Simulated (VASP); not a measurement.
# TiO2 in VASP: single point with PBE

Aim: the single point of TiO2 with PBE.

Program: VASP 6.6.1. These are calculated values, not measurements. Logs are shortened: lines on timing, memory, paths and dates and some standing lists are left out, and cuts for length are marked.

## (1) The cell of the first run

The cell holds a slab with vacuum, 18 atoms: a = 4.592 Å, b = 4.592 Å, c = 38.587 Å, α = 90.00°, β = 90.00°, γ = 90.00°.

## (2) Single point, PBE

Contents of INCAR:

```
SYSTEM = TiO2
ALGO = Normal
DIPOL = 0.5 0.5 0.303
EDIFF = 1E-6
ENCUT = 520
GGA = PE
GGA_COMPAT = .FALSE.
IDIPOL = 3
ISIF = 2
ISMEAR = -1
LASPH = .TRUE.
LCHARG = .TRUE.
LDIPOL = .TRUE.
LELF = .TRUE.
LREAL = .FALSE.
LVACPOTAV = .TRUE.
LVHAR = .TRUE.
LWAVE = .FALSE.
NBANDS = 87
NELM = 120
NELMDL = -8
PREC = Accurate
SIGMA = 0.1
```

Contents of KPOINTS:

```
k-points
0
G
  4 4 1
  0 0 0
```

Contents of POSCAR:

```
TiO2
1.0
    4.5922000000      0.0000000000      0.0000000000
    0.0000000000      4.5922000000      0.0000000000
    0.0000000000      0.0000000000     38.5870000000
Ti O
6 12
Direct
    0.0000000000      0.0000000000      0.2073237101
    0.5000000000      0.5000000000      0.2456449063
    0.0000000000      0.0000000000      0.2839661026
    0.5000000000      0.5000000000      0.3193596397
    0.0000000000      0.0000000000      0.3689220567
    0.5000000000      0.5000000000      0.3928943936
    0.3049600000      0.3049600000      0.2073237101
    0.1950400000      0.8049600000      0.2456449063
    0.6950400000      0.6950400000      0.2073237101
    0.8049600000      0.1950400000      0.2456449063
    0.3049600000      0.3049600000      0.2839661026
    0.1974360302      0.8025639698      0.3221302311
    0.6950400000      0.6950400000      0.2839661026
    0.8025639698      0.1974360302      0.3221302311
    0.3004378645      0.3004378645      0.3609907636
    0.2128766308      0.7871233692      0.4013207835
    0.6995621355      0.6995621355      0.3609907636
    0.7871233692      0.2128766308      0.4013207835
```

Potentials or basis: VASP PAW PBE potentials, release 64 (Ti_sv, O).

Run with:

```bash
$ cat potpaw_PBE.64/Ti_sv/POTCAR potpaw_PBE.64/O/POTCAR > POTCAR
$ mpirun -np 1 vasp_std > vasp.out
```

OUTCAR:

```text
SYSTEM = TiO2
   EDIFF = 1E-6
   ENCUT = 520
   GGA = PE
   ISIF = 2
   ISMEAR = -1
   LASPH = .TRUE.
   LREAL = .FALSE.
   NELM = 120
   NELMDL = -8
   PREC = Accurate

 ion  position               nearest neighbor table
   1  0.000  0.000  0.207-   8 1.95  10 1.95   9 1.98   7 1.98
   2  0.500  0.500  0.246-   7 1.95   9 1.95  11 1.95  13 1.95   8 1.98  10 1.98   4 2.84
   3  0.000  0.000  0.284-   8 1.95  10 1.95  12 1.95  14 1.95  13 1.98  11 1.98
   4  0.500  0.500  0.319-  11 1.86  13 1.86  12 1.97  14 1.97  15 2.06  17 2.06   6 2.84   2 2.84

   5  0.000  0.000  0.369-  16 1.86  18 1.86  17 1.98  15 1.98  12 2.21  14 2.21
   6  0.500  0.500  0.393-  15 1.79  17 1.79  16 1.89  18 1.89   4 2.84
   7  0.305  0.305  0.207-   2 1.95   1 1.98
   8  0.195  0.805  0.246-   1 1.95   3 1.95   2 1.98
   9  0.695  0.695  0.207-   2 1.95   1 1.98
  10  0.805  0.195  0.246-   1 1.95   3 1.95   2 1.98
  11  0.305  0.305  0.284-   4 1.86   2 1.95   3 1.98
  12  0.197  0.803  0.322-   3 1.95   4 1.97   5 2.21
  13  0.695  0.695  0.284-   4 1.86   2 1.95   3 1.98
  14  0.803  0.197  0.322-   3 1.95   4 1.97   5 2.21
  15  0.300  0.300  0.361-   6 1.79   5 1.98   4 2.06
  16  0.213  0.787  0.401-   5 1.86   6 1.89
  17  0.700  0.700  0.361-   6 1.79   5 1.98   4 2.06
  18  0.787  0.213  0.401-   5 1.86   6 1.89

  LATTYP: Found a simple tetragonal cell.
 ALAT       =     4.5922000000
 C/A-ratio  =     8.4027263621

  Lattice vectors:

 A1 = (   4.5922000000,   0.0000000000,   0.0000000000)
 A2 = (   0.0000000000,   4.5922000000,   0.0000000000)
 A3 = (   0.0000000000,   0.0000000000,  38.5870000000)

Analysis of symmetry for initial positions (statically):
=====================================================================
 Subroutine PRICEL returns:
 Original cell was already a primitive cell.

 Routine SETGRP: Setting up the symmetry group for a
 simple tetragonal supercell.

 Subroutine GETGRP returns: Found  4 space group operations
 (whereof  4 operations were pure point group operations)
 out of a pool of 16 trial point group operations.

The static configuration has the point symmetry C_2v.

Analysis of symmetry for dynamics (positions and initial velocities):
=====================================================================
 Subroutine PRICEL returns:
 Original cell was already a primitive cell.

 Routine SETGRP: Setting up the symmetry group for a
 simple tetragonal supercell.

 Subroutine GETGRP returns: Found  4 space group operations
 (whereof  4 operations were pure point group operations)
 out of a pool of 16 trial point group operations.

The dynamic configuration has the point symmetry C_2v.

 Subroutine INISYM returns: Found  4 space group operations
 (whereof  4 operations are pure point group operations),
 and found     1 'primitive' translations

----------------------------------------------------------------------------------------

                                     Primitive cell

  volume of cell :     813.7343

  direct lattice vectors                    reciprocal lattice vectors
     4.592200000  0.000000000  0.000000000     0.217760550  0.000000000  0.000000000
     0.000000000  4.592200000  0.000000000     0.000000000  0.217760550  0.000000000
     0.000000000  0.000000000 38.587000000     0.000000000  0.000000000  0.025915464

  length of vectors
     4.592200000  4.592200000 38.587000000     0.217760550  0.217760550  0.025915464

  position of ions in fractional coordinates (direct lattice)
     0.000000000  0.000000000  0.207323710
     0.500000000  0.500000000  0.245644906
     0.000000000  0.000000000  0.283966103
     0.500000000  0.500000000  0.319359640
     0.000000000  0.000000000  0.368922057
     0.500000000  0.500000000  0.392894394
[... 10 lines left out ...]
     0.699562136  0.699562136  0.360990764
     0.787123369  0.212876631  0.401320783

  ion indices of the primitive-cell ions
   primitive index   ion index
                 1           1
                 2           2
                 3           3
                 4           4
                 5           5
                 6           6
[... 10 lines left out ...]
                17          17
                18          18

----------------------------------------------------------------------------------------

 KPOINTS: k-points

Automatic generation of k-mesh.
 Grid dimensions read from file:
 generate k-points for:    4    4    1

 Generating k-lattice:

  Cartesian coordinates                     Fractional coordinates (reciprocal lattice)
     0.054440138  0.000000000  0.000000000     0.250000000  0.000000000  0.000000000
     0.000000000  0.054440138  0.000000000     0.000000000  0.250000000  0.000000000
     0.000000000  0.000000000  0.025915464     0.000000000  0.000000000  1.000000000

  Length of vectors
     0.054440138  0.054440138  0.025915464

  Shift w.r.t. Gamma in fractional coordinates (k-lattice)
     0.000000000  0.000000000  0.000000000

 Subroutine IBZKPT returns following result:
 ===========================================

 Found      7 irreducible k-points:

 Following reciprocal coordinates:
            Coordinates               Weight
  0.000000  0.000000  0.000000      1.000000
  0.250000  0.000000  0.000000      4.000000
  0.500000  0.000000  0.000000      2.000000
  0.250000  0.250000  0.000000      2.000000
 -0.250000  0.250000  0.000000      2.000000
  0.500000  0.250000  0.000000      4.000000
  0.500000  0.500000  0.000000      1.000000
   k-points           NKPTS =      7   k-points in BZ     NKDIM =      7   number of bands    NBANDS=     87
   number of dos      NEDOS =    301   number of ions     NIONS =     18
   total plane-waves  NPLWV = 373248
   dimension x,y,z NGX =    36 NGY =   36 NGZ =  288
   dimension x,y,z NGXF=    72 NGYF=   72 NGZF=  576
   ions per type =               6  12
   NGX,Y,Z   is equivalent  to a cutoff of  13.03, 13.03, 12.41 a.u.
   NGXF,Y,Z  is equivalent  to a cutoff of  26.07, 26.07, 24.82 a.u.
 SYSTEM =  TiO2
   PREC   = accura    normal or accurate (medium, high low for compatibility)
   ISTART =      0    job   : 0-new  1-cont  2-samecut
   ICHARG =      2    charge: 1-file 2-atom 10-const
   ISPIN  =      1    spin polarized calculation?
   LNONCOLLINEAR =      F non collinear calculations
   LSORBIT =      F    spin-orbit coupling
   LASPH  =      T    aspherical Exc in radial PAW
   ENCUT  =  520.0 eV  38.22 Ry    6.18 a.u.   8.54  8.54 71.75*2*pi/ulx,y,z
   NELM   =    120;   NELMIN=  2; NELMDL= -8     # of ELM steps
   EDIFF  = 0.1E-05   stopping-criterion for ELM
   LREAL  =      F    real-space projection
   EDIFFG = 0.1E-04   stopping-criterion for IOM
   NSW    =      0    number of steps for IOM
   IBRION =     -1    ionic relax: 0-MD 1-quasi-New 2-CG
   NFREE  =      0    steps in history (QN), initial steepest desc. (CG)
   ISIF   =      2    stress and relaxation
   ISYM   =      2    0-nonsym 1-usesym 2-fastsym
   POTIM  = 0.5000    time-step for ionic-motion
   TEBEG  =    0.0;   TEEND  =   0.0 temperature during run
   PSTRESS=    0.0 pullay stress
   NELECT =     144.0000    total number of electrons
   NUPDOWN=      -1.0000    fix difference up-down
   EMIN   =  10.00;   EMAX   =-10.00  energy-range for DOS
   EFERMI =   0.00;   METHOD = LEGACY
   ISMEAR =    -1;   SIGMA  =   0.10  broadening in eV -4-tet -1-fermi 0-gaus
   EFERMI_NEDOS =   21; number of points for ismear=-14 and -15
   IALGO  =     38    algorithm
   IMIX   =      4    mixing-type and parameters
     AMIX     =   0.40;   BMIX     =  1.00
     AMIX_MAG =   1.60;   BMIX_MAG =  1.00
  volume/ion in A,a.u.               =      45.21       305.07
  Fermi-wavevector in a.u.,A,eV,Ry     =   0.919111  1.736869 11.493735  0.844766
  Thomas-Fermi vector in A             =   2.044269
   LORBIT       =      0    0 simple, 1 ext, 2 COOP (PROOUT), +10 PAW based schemes
   GGA     = PE    functional components
   LHFCALC =     F    Hartree Fock is set to
   AEXX    =    0.0000 exact exchange contribution
   IVDW    =     0    specifies the selected vdW correction
   LEPSILON=     F    determine dielectric tensor
   LRPA    =     F    only Hartree local field effects (RPA)
 non-spin polarized calculation
  energy-cutoff  :      520.00
  volume of cell :      813.73
 maximum number of plane-waves:     21975
 NGX is ok and might be reduce to    36
   NGX = 17   NGY = 17   NGZ =143

 dipolmoment           0.000000      0.000000     -0.000001 electrons x Angstroem

 number of electron     144.0000077 magnetization

 dipolmoment           0.000000      0.000000      0.113398 electrons x Angstroem

 Free energy of the ion-electron system (eV)
  ---------------------------------------------------
  ext. energy  EPLUGINS =         0.00000000
  ---------------------------------------------------
  free energy    TOTEN  =      -156.17908570 eV

  energy without entropy =     -156.17804403  energy(sigma->0) =     -156.17856486

 E-fermi :  -2.2352     XC(G=0):  -3.0580

 val. band max:       -2.9082038124   @ k =  -0.2500   0.2500   0.0000
 cond. band min:      -1.5143689321   @ k =   0.5000   0.5000   0.0000
 fundamental gap:      1.3938348803
 Fermi energy:        -2.2351642602

 k-point     1 :       0.0000    0.0000    0.0000
  band No.  band energies     occupation
      1     -60.4730      2.00000
      2     -59.8501      2.00000
      3     -59.8171      2.00000
      4     -59.8029      2.00000
      5     -59.7735      2.00000
      6     -59.7310      2.00000
[... 76 lines left out ...]
     83      -0.0495      0.00000
     84      -0.0130      0.00000

 k-point     2 :       0.2500    0.0000    0.0000
  band No.  band energies     occupation
      1     -60.4730      2.00000
      2     -59.8492      2.00000
      3     -59.8163      2.00000
      4     -59.8041      2.00000
      5     -59.7740      2.00000
      6     -59.7310      2.00000
[... 76 lines left out ...]
     83       0.0196      0.00000
     84       0.1375      0.00000

 k-point     3 :       0.5000    0.0000    0.0000
  band No.  band energies     occupation
      1     -60.4730      2.00000
      2     -59.8482      2.00000
      3     -59.8153      2.00000
      4     -59.8055      2.00000
      5     -59.7744      2.00000
      6     -59.7311      2.00000
[... 76 lines left out ...]
     83       0.1133      0.00000
     84       0.2368      0.00000

 k-point     4 :       0.2500    0.2500    0.0000
  band No.  band energies     occupation
      1     -60.4730      2.00000
      2     -59.8487      2.00000
      3     -59.8157      2.00000
      4     -59.8048      2.00000
      5     -59.7742      2.00000
      6     -59.7310      2.00000
[... 76 lines left out ...]
     83       0.1954      0.00000
     84       0.2047      0.00000

 k-point     5 :      -0.2500    0.2500    0.0000
  band No.  band energies     occupation
      1     -60.4730      2.00000
      2     -59.8487      2.00000
      3     -59.8158      2.00000
      4     -59.8047      2.00000
      5     -59.7742      2.00000
      6     -59.7310      2.00000
[... 76 lines left out ...]
     83       0.0871      0.00000
     84       0.1052      0.00000

 k-point     6 :       0.5000    0.2500    0.0000
  band No.  band energies     occupation
      1     -60.4730      2.00000
      2     -59.8482      2.00000
      3     -59.8153      2.00000
      4     -59.8055      2.00000
      5     -59.7744      2.00000
      6     -59.7310      2.00000
[... 76 lines left out ...]
     83       0.0305      0.00000
     84       0.1514      0.00000

 k-point     7 :       0.5000    0.5000    0.0000
  band No.  band energies     occupation
      1     -60.4729      2.00000
      2     -59.8482      2.00000
      3     -59.8152      2.00000
      4     -59.8054      2.00000
      5     -59.7744      2.00000
      6     -59.7310      2.00000
[... 76 lines left out ...]
     83      -0.0359      0.00000
     84       0.1019      0.00000
 [bands above 84 left out]

------------------------ aborting loop because EDIFF is reached ----------------------------------------

  FORCE on cell =-STRESS in cart. coord.  units (eV):
  Direction    XX          YY          ZZ          XY          YZ          ZX
  --------------------------------------------------------------------------------------
  -------------------------------------------------------------------------------------
  Total       -1.7248058     -1.7248058     -1.3877631      1.1325753      0.0000000      0.0000000
  in kB       -3.3960040     -3.3960040     -2.7323939      2.2299497      0.0000000      0.0000000
  external PRESSURE =      -3.1748006 kB  Pullay stress =       0.0000000 kB

 VOLUME and BASIS-vectors are now :
 -----------------------------------------------------------------------------
  energy-cutoff  :      520.00
  volume of cell :      813.73
      direct lattice vectors                 reciprocal lattice vectors
     4.592200000  0.000000000  0.000000000     0.217760550  0.000000000  0.000000000
     0.000000000  4.592200000  0.000000000     0.000000000  0.217760550  0.000000000
     0.000000000  0.000000000 38.587000000     0.000000000  0.000000000  0.025915464

 POSITION                                       TOTAL-FORCE (eV/Angst)
 -----------------------------------------------------------------------------------
      0.00000      0.00000      8.00000        -0.000000      0.000000      4.056882
      2.29610      2.29610      9.47870        -0.000000      0.000000     -3.635815
      0.00000      0.00000     10.95740        -0.000000      0.000000      2.588640
      2.29610      2.29610     12.32313        -0.000000      0.000000      0.062273
      0.00000      0.00000     14.23560        -0.000000      0.000000     -0.065932
      2.29610      2.29610     15.16062        -0.000000      0.000000      0.132853
[... 10 lines left out ...]
      3.21253      3.21253     13.92955         0.032394      0.032394     -0.055903
      3.61463      0.97757     15.48577         0.003581     -0.003581      0.054672
 -----------------------------------------------------------------------------------
    total drift:                               -0.000000     -0.000000      0.000084

  FREE ENERGIE OF THE ION-ELECTRON SYSTEM (eV)
  ---------------------------------------------------
  free  energy   TOTEN  =      -156.1790857022 eV

  energy  without entropy=     -156.1780440262  energy(sigma->0) =     -156.17856486

 vacuum level on the upper side and lower side of the slab         2.839         1.866
```

Wall time 37 min (1 thread of Intel Xeon Platinum 8259CL at 2.50GHz (Skylake/Cascade Lake), shared host); peak memory 0.94 GiB.

What came out:

```yaml
Free_energy: -156.1791 eV
Largest_force: 4.057 eV/Å
Band_gap_on_the_k_mesh: 1.39 eV (least direct gap 1.41 eV)
```

Forces in eV/Å, atoms in the order of the input:
```
Ti   0.000  0.000  4.057
Ti   0.000  0.000 -3.636
Ti   0.000  0.000  2.589
Ti   0.000  0.000  0.062
Ti   0.000  0.000 -0.066
Ti   0.000  0.000  0.133
O   -1.953 -1.953 -0.227
O   -0.533  0.533 -1.192
O    1.953  1.953 -0.227
O    0.533 -0.533 -1.192
O   -0.162 -0.162 -0.175
O   -0.001  0.001  0.025
O    0.162  0.162 -0.175
O    0.001 -0.001  0.025
O   -0.032 -0.032 -0.056
O   -0.004  0.004  0.055
O    0.032  0.032 -0.056
O    0.004 -0.004  0.055
```
